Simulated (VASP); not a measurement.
# Si11AsO24 (a cell with a defect) in VASP: electric field gradients with PBE

Aim: the electric field gradients of Si11AsO24 (a cell with a defect) with PBE.

Program: VASP 6.6.1. These are calculated values, not measurements. Logs are shortened: lines on timing, memory, paths and dates and some standing lists are left out, and cuts for length are marked.

## (1) The cell of the first run

The cell holds a defect, 36 atoms: a = 8.631 Å, b = 8.631 Å, c = 8.631 Å, α = 92.71°, β = 92.71°, γ = 92.71°.

## (2) Electric field gradients, PBE

Contents of INCAR:

```
PREC = Accurate
ENCUT = 520
EDIFF = 1E-8
ISMEAR = -1
SIGMA = 0.01
LREAL = Auto
LASPH = True
NELM = 100
ALGO = Normal
ISIF = 2
LWAVE = False
LCHARG = False
GGA = PE
LEFG = True
NELECT = 192.0
NBANDS = 120
```

Contents of KPOINTS:

```
Automatic mesh
0
Gamma
  2 2 2
```

Contents of POSCAR:

```
Si11AsO24
1.0
   -6.2458945477     -3.6060688985      4.7417025448
    6.2458945477     -3.6060688985      4.7417025448
    0.0000000000      7.2121377969      4.7417025448
As Si O
1 11 24
Direct
    0.7291822800      0.2138154100      0.0005652600
    0.2291822800      0.7138154100      0.5005652600
    0.2138154100      0.0005652600      0.7291822800
    0.7138154100      0.5005652600      0.2291822800
    0.7708177200      0.2861845900      0.4994347400
    0.2708177200      0.7861845900      0.9994347400
    0.2861845900      0.4994347400      0.7708177200
    0.7861845900      0.9994347400      0.2708177200
    0.0005652600      0.7291822800      0.2138154100
    0.5005652600      0.2291822800      0.7138154100
    0.4994347400      0.7708177200      0.2861845900
    0.9994347400      0.2708177200      0.7861845900
    0.3278988750      0.6421260850      0.8948085150
    0.8278988750      0.1421260850      0.3948085150
    0.7592360200      0.4368733500      0.3973356800
    0.2592360200      0.9368733500      0.8973356800
    0.6051914850      0.1721011250      0.8578739150
    0.1051914850      0.6721011250      0.3578739150
    0.1721011250      0.8578739150      0.6051914850
    0.6721011250      0.3578739150      0.1051914850
    0.1026643200      0.7407639800      0.0631266500
    0.6026643200      0.2407639800      0.5631266500
    0.0631266500      0.1026643200      0.7407639800
    0.5631266500      0.6026643200      0.2407639800
    0.4368733500      0.3973356800      0.7592360200
    0.9368733500      0.8973356800      0.2592360200
    0.7407639800      0.0631266500      0.1026643200
    0.2407639800      0.5631266500      0.6026643200
    0.3973356800      0.7592360200      0.4368733500
    0.8973356800      0.2592360200      0.9368733500
    0.8578739150      0.6051914850      0.1721011250
    0.3578739150      0.1051914850      0.6721011250
    0.6421260850      0.8948085150      0.3278988750
    0.1421260850      0.3948085150      0.8278988750
    0.8948085150      0.3278988750      0.6421260850
    0.3948085150      0.8278988750      0.1421260850
```

Potentials or basis: VASP PAW PBE potentials, release 64 (As, Si, O).

The run is started by

```console
> cat potpaw_PBE.64/As/POTCAR potpaw_PBE.64/Si/POTCAR potpaw_PBE.64/O/POTCAR > POTCAR
> mpirun -np 1 vasp_std > vasp.out
```

OUTCAR:

```text
PREC = Accurate
   ENCUT = 520
   EDIFF = 1E-8
   ISMEAR = -1
   LREAL = Auto
   LASPH = True
   NELM = 100
   ISIF = 2
   GGA = PE
   NELECT = 192.0

 ion  position               nearest neighbor table
   1  0.729  0.214  0.001-  17 1.61  27 1.61  20 1.61  30 1.61
   2  0.229  0.714  0.501-  18 1.61  28 1.61  19 1.61  29 1.61   7 3.08  11 3.08   9 3.10   3 3.10

   3  0.214  0.001  0.729-  19 1.61  23 1.61  32 1.61  16 1.61  12 3.08   6 3.08   2 3.10  10 3.10

   4  0.714  0.501  0.229-  20 1.61  24 1.61  31 1.61  15 1.61  11 3.08   5 3.08   9 3.10
   5  0.771  0.286  0.499-  35 1.61  15 1.61  14 1.61  22 1.61   4 3.08  10 3.08  12 3.10   8 3.10
[... 34 lines left out ...]
  35  0.895  0.328  0.642-   5 1.61  12 1.61
  36  0.395  0.828  0.142-   6 1.61  11 1.61

  LATTYP: Found a trigonal (rhomboedric) cell.
 ALAT       =     8.6312614736
 COS(alpha) =    -0.0472991338

  Lattice vectors:

 A1 = (  -6.2458945477,  -3.6060688985,   4.7417025448)
 A2 = (   6.2458945477,  -3.6060688985,   4.7417025448)
 A3 = (   0.0000000000,   7.2121377969,   4.7417025448)

Analysis of symmetry for initial positions (statically):
=====================================================================
 Subroutine PRICEL returns:
 Original cell was already a primitive cell.

 Routine SETGRP: Setting up the symmetry group for a
 trigonal (rhombohedral) supercell.

 Subroutine GETGRP returns: Found  1 space group operations
 (whereof  1 operations were pure point group operations)
 out of a pool of 12 trial point group operations.

The static configuration has the point symmetry C_1 .

Analysis of symmetry for dynamics (positions and initial velocities):
=====================================================================
 Subroutine PRICEL returns:
 Original cell was already a primitive cell.

 Routine SETGRP: Setting up the symmetry group for a
 trigonal (rhombohedral) supercell.

 Subroutine GETGRP returns: Found  1 space group operations
 (whereof  1 operations were pure point group operations)
 out of a pool of 12 trial point group operations.

The dynamic configuration has the point symmetry C_1 .

 Subroutine INISYM returns: Found  1 space group operations
 (whereof  1 operations are pure point group operations),
 and found     1 'primitive' translations

----------------------------------------------------------------------------------------

                                     Primitive cell

  volume of cell :     640.7878

  direct lattice vectors                    reciprocal lattice vectors
    -6.245894548 -3.606068898  4.741702545    -0.080052584 -0.046218381  0.070298238
     6.245894548 -3.606068898  4.741702545     0.080052584 -0.046218381  0.070298238
     0.000000000  7.212137797  4.741702545     0.000000000  0.092436762  0.070298238

  length of vectors
     8.631261474  8.631261474  8.631261474     0.116130949  0.116130949  0.116130949

  position of ions in fractional coordinates (direct lattice)
     0.729182280  0.213815410  0.000565260
     0.229182280  0.713815410  0.500565260
     0.213815410  0.000565260  0.729182280
     0.713815410  0.500565260  0.229182280
     0.770817720  0.286184590  0.499434740
     0.270817720  0.786184590  0.999434740
[... 28 lines left out ...]
     0.894808515  0.327898875  0.642126085
     0.394808515  0.827898875  0.142126085

  ion indices of the primitive-cell ions
   primitive index   ion index
                 1           1
                 2           2
                 3           3
                 4           4
                 5           5
                 6           6
[... 28 lines left out ...]
                35          35
                36          36

----------------------------------------------------------------------------------------

 KPOINTS: Automatic mesh

Automatic generation of k-mesh.
 Grid dimensions read from file:
 generate k-points for:    2    2    2
[... 51 lines left out ...]
   IBRION =     -1    ionic relax: 0-MD 1-quasi-New 2-CG
   NFREE  =      0    steps in history (QN), initial steepest desc. (CG)
   ISIF   =      2    stress and relaxation
   ISYM   =      2    0-nonsym 1-usesym 2-fastsym
   POTIM  = 0.5000    time-step for ionic-motion
   TEBEG  =    0.0;   TEEND  =   0.0 temperature during run
   PSTRESS=    0.0 pullay stress
   NELECT =     192.0000    total number of electrons
   NUPDOWN=      -1.0000    fix difference up-down
   EMIN   =  10.00;   EMAX   =-10.00  energy-range for DOS
   EFERMI =   0.00;   METHOD = LEGACY
   ISMEAR =    -1;   SIGMA  =   0.01  broadening in eV -4-tet -1-fermi 0-gaus
   EFERMI_NEDOS =   21; number of points for ismear=-14 and -15
   IALGO  =     38    algorithm
   IMIX   =      4    mixing-type and parameters
     AMIX     =   0.40;   BMIX     =  1.00
     AMIX_MAG =   1.60;   BMIX_MAG =  1.00
  volume/ion in A,a.u.               =      17.80       120.12
  Fermi-wavevector in a.u.,A,eV,Ry     =   1.095478  2.070154 16.327984  1.200073
  Thomas-Fermi vector in A             =   2.231803
   LORBIT       =      0    0 simple, 1 ext, 2 COOP (PROOUT), +10 PAW based schemes
   GGA     = PE    functional components
   LHFCALC =     F    Hartree Fock is set to
   AEXX    =    0.0000 exact exchange contribution
   IVDW    =     0    specifies the selected vdW correction
   LEPSILON=     F    determine dielectric tensor
   LRPA    =     F    only Hartree local field effects (RPA)
 non-spin polarized calculation
  energy-cutoff  :      520.00
  volume of cell :      640.79
 maximum number of plane-waves:     17292
   NGX = 33   NGY = 33   NGZ = 33

 number of electron     191.9999898 magnetization

 Free energy of the ion-electron system (eV)
  ---------------------------------------------------
  ext. energy  EPLUGINS =         0.00000000
  ---------------------------------------------------
  free energy    TOTEN  =      -277.49002809 eV

  energy without entropy =     -277.49002809  energy(sigma->0) =     -277.49002809

 E-fermi :  -0.9044     XC(G=0):  -7.1709

 val. band max:       -1.2261301715   @ k =   0.0000   0.5000   0.0000
 cond. band min:       3.3061159065   @ k =   0.0000   0.0000   0.0000
 fundamental gap:      4.5322460780
 Fermi energy:        -0.9043708308

 k-point     1 :       0.0000    0.0000    0.0000
  band No.  band energies     occupation
      1     -23.5660      2.00000
      2     -21.4463      2.00000
      3     -21.3593      2.00000
      4     -21.3433      2.00000
      5     -20.5744      2.00000
      6     -20.1811      2.00000
[... 877 lines left out ...]
    107       6.8917      0.00000
    108       6.9857      0.00000
 [bands above 108 left out]

------------------------ aborting loop because EDIFF is reached ----------------------------------------

  FORCE on cell =-STRESS in cart. coord.  units (eV):
  Direction    XX          YY          ZZ          XY          YZ          ZX
  --------------------------------------------------------------------------------------
  -------------------------------------------------------------------------------------
  Total       16.5117747     17.9755970     17.4332598     -0.3835421      1.2449425     -0.1473519
  in kB       41.2847931     44.9448237     43.5888047     -0.9589797      3.1127601     -0.3684275
  external PRESSURE =      43.2728071 kB  Pullay stress =       0.0000000 kB

 VOLUME and BASIS-vectors are now :
 -----------------------------------------------------------------------------
  energy-cutoff  :      520.00
  volume of cell :      640.79
      direct lattice vectors                 reciprocal lattice vectors
    -6.245894548 -3.606068898  4.741702545    -0.080052584 -0.046218381  0.070298238
     6.245894548 -3.606068898  4.741702545     0.080052584 -0.046218381  0.070298238
     0.000000000  7.212137797  4.741702545     0.000000000  0.092436762  0.070298238

 POSITION                                       TOTAL-FORCE (eV/Angst)
 -----------------------------------------------------------------------------------
     -3.21893     -3.39644      4.47409         0.080983     -0.179400      0.151374
      3.02697      0.20963      6.84495        -0.008414     -0.011105      0.002203
     -1.33194      4.48589      4.47409        -0.478680      0.260405     -0.424189
     -1.33194     -2.72625      6.84495         1.215769      0.318856      2.360137
     -3.02697     -0.20963      7.38016         0.072449     -0.011144      0.120220
      3.21893      3.39644      9.75101        -0.036568      0.095144     -0.104848
[... 28 lines left out ...]
     -3.54086      0.22193      8.84249         0.136940      0.337203      0.298965
      2.70504     -3.38413      6.47163         0.056178     -0.241838      0.318140
 -----------------------------------------------------------------------------------
    total drift:                                0.002067     -0.007612     -0.015144

  FREE ENERGIE OF THE ION-ELECTRON SYSTEM (eV)
  ---------------------------------------------------
  free  energy   TOTEN  =      -277.4900280880 eV

  energy  without entropy=     -277.4900280880  energy(sigma->0) =     -277.49002809

 Electric field gradients (V/A^2)
---------------------------------------------------------------------
 ion       V_xx      V_yy      V_zz      V_xy      V_xz      V_yz
---------------------------------------------------------------------
   1       8.139   -20.681    12.542     8.092     4.060   -17.655
   2       2.413    -5.267     2.854     2.666     1.111    -4.733
   3      -4.198     2.950     1.249     2.354    -5.696     0.130
   4     -10.628    -3.290    13.918     3.269     2.938     4.962
   5       2.857    -6.042     3.184     2.942     1.141    -4.962
   6       2.344    -5.191     2.847     2.382     0.974    -4.637
[... 28 lines left out ...]
  35     -18.774   -16.133    34.906   -34.028   -48.132    42.551
  36     -13.940   -22.716    36.656   -33.104   -49.311    39.243
---------------------------------------------------------------------

 Electric field gradients after diagonalization (V/A^2)
 (convention: |V_zz| > |V_xx| > |V_yy|)
----------------------------------------------------------------------
 ion       V_xx      V_yy      V_zz     asymmetry (V_yy - V_xx)/ V_zz
----------------------------------------------------------------------
   1      20.198    10.232   -30.430       0.328
   2       5.035     3.191    -8.226       0.224
   3       5.443     2.731    -8.174       0.332
   4     -11.915    -3.851    15.766       0.512
   5       5.355     3.684    -9.039       0.185
   6       4.969     2.981    -7.951       0.250
[... 28 lines left out ...]
  35     -52.468   -38.079    90.547       0.159
  36     -52.022   -37.745    89.767       0.159
----------------------------------------------------------------------

           NMR quadrupolar parameters

 Cq : quadrupolar parameter    Cq=e*Q*V_zz/h
 eta: asymmetry parameters     (V_yy - V_xx)/ V_zz
 Q  : nuclear electric quadrupole moment in mb (millibarn)
----------------------------------------------------------------------
 ion       Cq(MHz)       eta       Q (mb)
----------------------------------------------------------------------
   1      -0.074       0.328       1.000
   2      -0.020       0.224       1.000
   3      -0.020       0.332       1.000
   4       0.038       0.512       1.000
   5      -0.022       0.185       1.000
   6      -0.019       0.250       1.000
[... 28 lines left out ...]
  35       0.219       0.159       1.000
  36       0.217       0.159       1.000
----------------------------------------------------------------------
```

Wall time 13 min (1 thread of AMD EPYC 9R14 (Zen 4), shared host); peak memory 0.75 GiB.

Results:

```
Free energy   : -277.4900 eV
Largest force : 2.726 eV/Å
```

Forces in eV/Å, atoms in the order of the input:
```
As   0.081 -0.179  0.151
Si  -0.008 -0.011  0.002
Si  -0.479  0.260 -0.424
Si   1.216  0.319  2.360
Si   0.072 -0.011  0.120
Si  -0.037  0.095 -0.105
Si   0.566 -0.390  0.205
Si  -1.313  2.170  0.974
Si  -0.561 -0.152  0.349
Si   1.794 -1.253 -1.627
Si   0.435  0.395 -0.293
Si  -1.117 -2.482 -0.054
O   -0.333 -0.021  0.099
O   -0.157 -0.416 -0.207
O    0.043 -0.209 -0.139
O    0.230 -0.114  0.394
O    0.002  0.099 -2.528
O    0.014  0.108 -0.333
O    0.358  0.050  0.008
O    2.431  0.807  0.490
O    0.193  0.005 -0.340
O   -0.062  0.304 -0.073
O    0.686  0.397 -0.134
O   -0.649 -0.023 -0.556
O   -0.784  0.083  0.377
O    0.670 -0.312  0.157
O   -1.662  1.447 -1.365
O   -0.273  0.173 -0.271
O   -0.198 -0.093  0.332
O   -1.267 -1.254  2.006
O   -0.109  0.067 -0.826
O   -0.264 -0.344  0.474
O    0.120 -0.430  0.419
O    0.165  0.820 -0.260
O    0.137  0.337  0.299
O    0.056 -0.242  0.318
```

Levels at points of the mesh, in eV from the Fermi level:
```
           k point  band 92  band 93  band 94  band 95  band 96  band 97  band 98  band 99  band 100  band 101
(0.00, 0.00, 0.00)    -0.88    -0.62    -0.49    -0.46    -0.33     4.21     5.92     6.91      7.10      7.12
(0.50, 0.00, 0.00)    -0.85    -0.68    -0.46    -0.42    -0.36     4.36     6.11     6.45      7.07      7.11
(0.00, 0.50, 0.00)    -0.80    -0.70    -0.48    -0.46    -0.32     4.36     6.11     6.44      7.09      7.10
(0.00, 0.00, 0.50)    -0.92    -0.62    -0.52    -0.45    -0.33     4.38     6.00     6.47      7.15      7.17
(0.50, 0.50, 0.00)    -0.88    -0.79    -0.46    -0.45    -0.34     4.43     6.52     6.63      6.79      6.86
(0.50, 0.00, 0.50)    -0.83    -0.67    -0.48    -0.43    -0.38     4.46     6.46     6.49      6.88      7.01
(0.00, 0.50, 0.50)    -0.85    -0.60    -0.57    -0.44    -0.35     4.44     6.44     6.53      6.90      6.95
(0.50, 0.50, 0.50)    -0.80    -0.66    -0.57    -0.43    -0.40     4.51     6.75     6.80      6.83      7.31
```

Electric field gradients, principal values (V/Å²):
```
 atom    least   middle  greatest (by size)
 1 As   10.232   20.198             -30.430
 2 Si    3.191    5.035              -8.226
 3 Si    2.731    5.443              -8.174
 4 Si   -3.851  -11.915              15.766
 5 Si    3.684    5.355              -9.039
 6 Si    2.981    4.969              -7.951
 7 Si    1.492    6.464              -7.956
 8 Si   -3.593  -14.649              18.241
 9 Si    0.819    7.136              -7.955
10 Si   -2.820  -15.247              18.067
11 Si    2.076    7.034              -9.110
12 Si   -2.900   -9.731              12.630
 13 O  -38.289  -52.190              90.479
 14 O  -37.464  -52.500              89.963
 15 O  -31.656  -56.589              88.245
 16 O  -36.585  -52.223              88.808
 17 O  -59.865  -78.382             138.247
 18 O  -38.104  -52.468              90.571
 19 O  -38.442  -52.278              90.720
 20 O  -58.021  -77.944             135.965
 21 O  -36.663  -52.704              89.368
 22 O  -33.111  -55.566              88.677
 23 O  -37.783  -52.861              90.644
 24 O  -37.646  -54.959              92.605
 25 O  -37.811  -53.002              90.813
 26 O  -36.158  -53.587              89.746
 27 O  -57.465  -79.751             137.216
 28 O  -36.980  -53.054              90.034
 29 O  -36.458  -53.333              89.791
 30 O  -55.303  -79.027             134.330
 31 O  -39.714  -52.681              92.395
 32 O  -37.338  -53.052              90.390
 33 O  -35.421  -54.162              89.583
 34 O  -40.198  -53.735              93.932
 35 O  -38.079  -52.468              90.547
 36 O  -37.745  -52.022              89.767
```

Caveat: the cell carries a net charge on a neutralising background, which shifts energy and pressure; the cell is charged against a uniform background, so pressure and absolute levels hang on convention; without QUAD_EFG the Cq values of the log hold for a quadrupole moment of 1 mb, not for the nuclei.
